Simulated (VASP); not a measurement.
# TaN (P-62m) in VASP: notebook

The runs below take TaN through single point, with PBE.

Program: VASP 6.6.1. These are calculated values, not measurements. Logs are shortened: lines on timing, memory, paths and dates and some standing lists are left out, and cuts for length are marked.

## (1) The cell of the first run

Symmetry: P-62m, No. 189, hexagonal system. The conventional cell has a = 5.226 Å, b = 5.226 Å, c = 2.923 Å, α = 90.00°, β = 90.00°, γ = 120.00°. Within 2.9 Å of Ta (site symmetry -6) lie 6 N at 2.17 Å. Ta (site symmetry -62m) has 3 N at 2.05 Å within 2.7 Å. Within 2.7 Å of N (site symmetry m2m) lie 5 Ta at 2.05 to 2.17 Å.

## (2) Single point, PBE

File INCAR:

```
ALGO = Normal
EDIFF = 1E-6
ENCUT = 520
GGA = PE
ISIF = 2
ISMEAR = 0
LASPH = True
LCHARG = True
LELF = True
LREAL = False
LVHAR = True
LWAVE = False
NBANDS = 33
NELM = 100
PREC = Accurate
SIGMA = 0.1
```

File KPOINTS:

```
k-points
0
Gamma
  12 12 12
```

File POSCAR:

```
TaN
1.0
    5.2258908349      0.0000000000      0.0000000000
   -2.6129454174      4.5257542204      0.0000000000
    0.0000000000      0.0000000000      2.9226469625
Ta N
3 3
Direct
    0.3333333333      0.6666666667      0.5000000000
    0.6666666667      0.3333333333      0.5000000000
    0.0000000000      0.0000000000      0.0000000000
    0.3924947635      0.0000000000      0.0000000000
    0.6075052365      0.6075052365      0.0000000000
    0.0000000000      0.3924947635      0.0000000000
```

Potentials or basis: VASP PAW PBE potentials, release 64 (Ta_pv, N).

Command:

```console
> cat potpaw_PBE.64/Ta_pv/POTCAR potpaw_PBE.64/N/POTCAR > POTCAR
> mpirun -np 1 vasp_std > vasp.out
```

OUTCAR:

```text
EDIFF = 1E-6
   ENCUT = 520
   GGA = PE
   ISIF = 2
   ISMEAR = 0
   LASPH = True
   LREAL = False
   NELM = 100
   PREC = Accurate

 ion  position               nearest neighbor table
   1  0.333  0.667  0.500-   4 2.17   4 2.17   6 2.17   6 2.17   5 2.17   5 2.17   2 3.02   2 3.02
                             2 3.02   3 3.35   3 3.35   3 3.35   3 3.35   3 3.35   3 3.35
   2  0.667  0.333  0.500-   6 2.17   6 2.17   4 2.17   4 2.17   5 2.17   5 2.17   1 3.02   1 3.02
                             1 3.02   3 3.35   3 3.35   3 3.35   3 3.35   3 3.35   3 3.35
   3  0.000  0.000  0.000-   6 2.05   4 2.05   5 2.05   2 3.35   1 3.35   1 3.35   2 3.35   1 3.35
                             1 3.35   2 3.35   2 3.35   2 3.35   2 3.35   1 3.35   1 3.35
   4  0.392  0.000  0.000-   3 2.05   1 2.17   1 2.17   2 2.17   2 2.17
   5  0.608  0.608  0.000-   3 2.05   2 2.17   2 2.17   1 2.17   1 2.17
   6  0.000  0.392  0.000-   3 2.05   2 2.17   2 2.17   1 2.17   1 2.17

  LATTYP: Found a hexagonal cell.
 ALAT       =     5.2258908349
 C/A-ratio  =     0.5592629190

  Lattice vectors:

 A1 = (   5.2258908349,   0.0000000000,   0.0000000000)
 A2 = (  -2.6129454174,   4.5257542204,   0.0000000000)
 A3 = (   0.0000000000,   0.0000000000,   2.9226469625)

Analysis of symmetry for initial positions (statically):
=====================================================================
 Subroutine PRICEL returns:
 Original cell was already a primitive cell.

 Routine SETGRP: Setting up the symmetry group for a
 hexagonal supercell.

 Subroutine GETGRP returns: Found 12 space group operations
 (whereof 12 operations were pure point group operations)
 out of a pool of 24 trial point group operations.

The static configuration has the point symmetry D_3h.

Analysis of symmetry for dynamics (positions and initial velocities):
=====================================================================
 Subroutine PRICEL returns:
 Original cell was already a primitive cell.

 Routine SETGRP: Setting up the symmetry group for a
 hexagonal supercell.

 Subroutine GETGRP returns: Found 12 space group operations
 (whereof 12 operations were pure point group operations)
 out of a pool of 24 trial point group operations.

The dynamic configuration has the point symmetry D_3h.

 Subroutine INISYM returns: Found 12 space group operations
 (whereof 12 operations are pure point group operations),
 and found     1 'primitive' translations

----------------------------------------------------------------------------------------

                                     Primitive cell

  volume of cell :      69.1238

  direct lattice vectors                    reciprocal lattice vectors
     5.225890835  0.000000000  0.000000000     0.191354935  0.110478823  0.000000000
    -2.612945417  4.525754220  0.000000000     0.000000000  0.220957646  0.000000000
     0.000000000  0.000000000  2.922646963     0.000000000  0.000000000  0.342155591

  length of vectors
     5.225890835  5.225890835  2.922646963     0.220957646  0.220957646  0.342155591

  position of ions in fractional coordinates (direct lattice)
     0.333333333  0.666666667  0.500000000
     0.666666667  0.333333333  0.500000000
     0.000000000  0.000000000  0.000000000
     0.392494763  0.000000000  0.000000000
     0.607505237  0.607505237  0.000000000
     0.000000000  0.392494763  0.000000000

  ion indices of the primitive-cell ions
   primitive index   ion index
                 1           1
                 2           2
                 3           3
                 4           4
                 5           5
                 6           6

----------------------------------------------------------------------------------------

 KPOINTS: k-points

Automatic generation of k-mesh.
 Grid dimensions read from file:
 generate k-points for:   12   12   12

 Generating k-lattice:

  Cartesian coordinates                     Fractional coordinates (reciprocal lattice)
     0.015946245  0.009206569  0.000000000     0.083333333  0.000000000  0.000000000
     0.000000000  0.018413137  0.000000000     0.000000000  0.083333333  0.000000000
     0.000000000  0.000000000  0.028512966     0.000000000  0.000000000  0.083333333

  Length of vectors
     0.018413137  0.018413137  0.028512966

  Shift w.r.t. Gamma in fractional coordinates (k-lattice)
     0.000000000  0.000000000  0.000000000

 Subroutine IBZKPT returns following result:
 ===========================================

 Found    133 irreducible k-points:

 Following reciprocal coordinates:
            Coordinates               Weight
  0.000000  0.000000  0.000000      1.000000
  0.083333  0.000000  0.000000      6.000000
  0.166667  0.000000  0.000000      6.000000
  0.250000  0.000000  0.000000      6.000000
  0.333333  0.000000  0.000000      6.000000
  0.416667  0.000000  0.000000      6.000000
[... 16 lines left out ...]
  0.250000  0.000000  0.083333     12.000000
  0.333333  0.000000  0.083333     12.000000
 [... further k-points ...]
   k-points           NKPTS =    133   k-points in BZ     NKDIM =    133   number of bands    NBANDS=     33
   number of dos      NEDOS =    301   number of ions     NIONS =      6
   total plane-waves  NPLWV =  38400
   dimension x,y,z NGX =    40 NGY =   40 NGZ =   24
   dimension x,y,z NGXF=    80 NGYF=   80 NGZF=   48
   ions per type =               3   3
   NGX,Y,Z   is equivalent  to a cutoff of  12.72, 12.72, 13.65 a.u.
   NGXF,Y,Z  is equivalent  to a cutoff of  25.45, 25.45, 27.30 a.u.
 SYSTEM =  unknown system
   PREC   = accura    normal or accurate (medium, high low for compatibility)
   ISTART =      0    job   : 0-new  1-cont  2-samecut
   ICHARG =      2    charge: 1-file 2-atom 10-const
   ISPIN  =      1    spin polarized calculation?
   LNONCOLLINEAR =      F non collinear calculations
   LSORBIT =      F    spin-orbit coupling
   LASPH  =      T    aspherical Exc in radial PAW
   ENCUT  =  520.0 eV  38.22 Ry    6.18 a.u.   9.72  9.72  5.43*2*pi/ulx,y,z
   NELM   =    100;   NELMIN=  2; NELMDL= -5     # of ELM steps
   EDIFF  = 0.1E-05   stopping-criterion for ELM
   LREAL  =      F    real-space projection
   EDIFFG = 0.1E-04   stopping-criterion for IOM
   NSW    =      0    number of steps for IOM
   IBRION =     -1    ionic relax: 0-MD 1-quasi-New 2-CG
   NFREE  =      0    steps in history (QN), initial steepest desc. (CG)
   ISIF   =      2    stress and relaxation
   ISYM   =      2    0-nonsym 1-usesym 2-fastsym
   POTIM  = 0.5000    time-step for ionic-motion
   TEBEG  =    0.0;   TEEND  =   0.0 temperature during run
   PSTRESS=    0.0 pullay stress
   NELECT =      48.0000    total number of electrons
   NUPDOWN=      -1.0000    fix difference up-down
   EMIN   =  10.00;   EMAX   =-10.00  energy-range for DOS
   EFERMI =   0.00;   METHOD = LEGACY
   ISMEAR =     0;   SIGMA  =   0.10  broadening in eV -4-tet -1-fermi 0-gaus
   EFERMI_NEDOS =   21; number of points for ismear=-14 and -15
   IALGO  =     38    algorithm
   IMIX   =      4    mixing-type and parameters
     AMIX     =   0.40;   BMIX     =  1.00
     AMIX_MAG =   1.60;   BMIX_MAG =  1.00
  volume/ion in A,a.u.               =      11.52        77.75
  Fermi-wavevector in a.u.,A,eV,Ry     =   1.449704  2.739543 28.594574  2.101642
  Thomas-Fermi vector in A             =   2.567400
   LORBIT       =      0    0 simple, 1 ext, 2 COOP (PROOUT), +10 PAW based schemes
   GGA     = PE    functional components
   LHFCALC =     F    Hartree Fock is set to
   AEXX    =    0.0000 exact exchange contribution
   IVDW    =     0    specifies the selected vdW correction
   LEPSILON=     F    determine dielectric tensor
   LRPA    =     F    only Hartree local field effects (RPA)
 non-spin polarized calculation
 Gauss-broadening in eV      SIGMA  =   0.10
  energy-cutoff  :      520.00
  volume of cell :       69.12
 maximum number of plane-waves:      1895
 NGX is ok and might be reduce to    40
   NGX = 19   NGY = 19   NGZ = 11

 number of electron      48.0000002 magnetization

 Free energy of the ion-electron system (eV)
  ---------------------------------------------------
  ext. energy  EPLUGINS =         0.00000000
  ---------------------------------------------------
  free energy    TOTEN  =       -67.49944983 eV

  energy without entropy =      -67.49714181  energy(sigma->0) =      -67.49829582

 E-fermi :   8.2486     XC(G=0): -12.9216

 val. band max:        8.2302744491   @ k =   0.2500   0.0000   0.1667
 cond. band min:       8.2528695855   @ k =   0.1667   0.0000   0.0000
 fundamental gap:      0.0225951363
 Fermi energy:         8.2486090505

 k-point     1 :       0.0000    0.0000    0.0000
  band No.  band energies     occupation
      1     -28.0755      2.00000
      2     -28.0755      2.00000
      3     -27.7388      2.00000
      4     -27.7388      2.00000
      5     -27.5717      2.00000
      6     -27.4724      2.00000
[... 25 lines left out ...]
     32      11.2909      0.00000
     33      11.2909      0.00000

 k-point     2 :       0.0833    0.0000    0.0000
  band No.  band energies     occupation
      1     -28.0812      2.00000
      2     -28.0742      2.00000
      3     -27.7339      2.00000
      4     -27.7316      2.00000
      5     -27.5701      2.00000
      6     -27.4738      2.00000
[... 25 lines left out ...]
     32      11.2676      0.00000
     33      11.3439      0.00000
[... 754 lines left out ...]
     32      11.5672      0.00000
     33      11.9819      0.00000

 k-point    24 :       0.3333    0.0000    0.0833
  band No.  band energies     occupation
      1     -28.1191      2.00000
      2     -28.0156      2.00000
      3     -27.7422      2.00000
      4     -27.6605      2.00000
      5     -27.6101      2.00000
      6     -27.5459      2.00000
[... 25 lines left out ...]
     32      11.7498      0.00000
     33      11.9773      0.00000

 [... further k-points ...]

------------------------ aborting loop because EDIFF is reached ----------------------------------------

  FORCE on cell =-STRESS in cart. coord.  units (eV):
  Direction    XX          YY          ZZ          XY          YZ          ZX
  --------------------------------------------------------------------------------------
  -------------------------------------------------------------------------------------
  Total        0.3112754      0.3112754      0.2603861      0.0000000     -0.0000000      0.0000000
  in kB        7.2148570      7.2148570      6.0353266      0.0000000     -0.0000000      0.0000000
  external PRESSURE =       6.8216802 kB  Pullay stress =       0.0000000 kB

 VOLUME and BASIS-vectors are now :
 -----------------------------------------------------------------------------
  energy-cutoff  :      520.00
  volume of cell :       69.12
      direct lattice vectors                 reciprocal lattice vectors
     5.225890835  0.000000000  0.000000000     0.191354935  0.110478823  0.000000000
    -2.612945417  4.525754220  0.000000000     0.000000000  0.220957646  0.000000000
     0.000000000  0.000000000  2.922646963     0.000000000  0.000000000  0.342155591

 POSITION                                       TOTAL-FORCE (eV/Angst)
 -----------------------------------------------------------------------------------
     -0.00000      3.01717      1.46132         0.000000      0.000000      0.000000
      2.61295      1.50858      1.46132         0.000000     -0.000000      0.000000
      0.00000      0.00000      0.00000         0.000000      0.000000      0.000000
      2.05113      0.00000      0.00000         0.005508      0.000000      0.000000
      1.58738      2.74942      0.00000        -0.002754     -0.004770     -0.000000
     -1.02557      1.77633      0.00000        -0.002754      0.004770      0.000000
 -----------------------------------------------------------------------------------
    total drift:                               -0.000002     -0.000003      0.000000

  FREE ENERGIE OF THE ION-ELECTRON SYSTEM (eV)
  ---------------------------------------------------
  free  energy   TOTEN  =       -67.4994498321 eV

  energy  without entropy=      -67.4971418068  energy(sigma->0) =      -67.49829582
```

Wall time 1.9 min (1 thread of Intel Xeon 6975P-C (Granite Rapids), shared host); peak memory 0.36 GiB.

Results:

```
Free energy            : -67.4994 eV
Pressure               : 0.7 GPa
Largest force          : 0.006 eV/Å
Band gap on the k mesh : zero (band 24 reaches 10.04 eV, above the bottom of band 25 at 6.95 eV)
```

Forces in eV/Å, atoms in the order of the input:
```
Ta   0.000  0.000  0.000
Ta   0.000  0.000  0.000
Ta   0.000  0.000  0.000
N    0.006  0.000  0.000
N   -0.003 -0.005  0.000
N   -0.003  0.005  0.000
```

Caveat: spin-orbit coupling is left out, which moves the levels of the heavy elements.

## (3) Single point, PBE

INCAR is that of step 2.

KPOINTS is that of step 2.

File POSCAR:

```
TaN
1.0
    5.2258908391      0.0000000000      0.0000000000
   -2.6129454195      4.5257542241      0.0000000000
    0.0000000000      0.0000000000      2.9226469390
Ta N
3 3
Direct
    0.3333333333      0.6666666667      0.5000000000
    0.6666666667      0.3333333333      0.5000000000
    0.0000000000      0.0000000000      0.0000000000
    0.3924947691      0.0000000000      0.0000000000
    0.6075052309      0.6075052309      0.0000000000
    0.0000000000      0.3924947691      0.0000000000
```

Potentials or basis: VASP PAW PBE potentials, release 64 (Ta_pv, N).

Command:

```console
> cat potpaw_PBE.64/Ta_pv/POTCAR potpaw_PBE.64/N/POTCAR > POTCAR
> mpirun -np 1 vasp_std > vasp.out
```

It took 2.7 min on 1 thread of Intel Xeon 6975P-C (Granite Rapids), shared host; peak memory 0.36 GiB.

Results (log left out):

* Free energy: -67.4994 eV
* Pressure: 0.7 GPa
* Largest force: 0.006 eV/Å
* Band gap on the k mesh: zero (band 24 reaches 10.04 eV, above the bottom of band 25 at 6.95 eV)

Forces on the atoms (eV/Å):
```
Ta   0.000  0.000  0.000
Ta   0.000  0.000  0.000
Ta   0.000  0.000  0.000
N    0.006  0.000  0.000
N   -0.003 -0.005  0.000
N   -0.003  0.005  0.000
```

Stress tensor (GPa, compression positive):
```
0.72 0.00 0.00
0.00 0.72 0.00
0.00 0.00 0.60
```

Levels at points of the mesh, in eV from the Fermi level:
```
           k point  band 22  band 23  band 24  band 25  band 26  band 27
(0.00, 0.00, 0.00)    -3.37    -1.98    -0.98    -0.98     0.53     0.53
(0.50, 0.00, 0.00)    -3.90    -2.89    -2.67     1.10     1.70     1.81
(0.00, 0.00, 0.50)    -2.89    -2.89     1.79     1.79     1.89     2.08
(0.50, 0.00, 0.50)    -3.27    -2.01    -1.00     0.42     1.27     3.09
```

Caveat: spin-orbit coupling is left out, which moves the levels of the heavy elements.
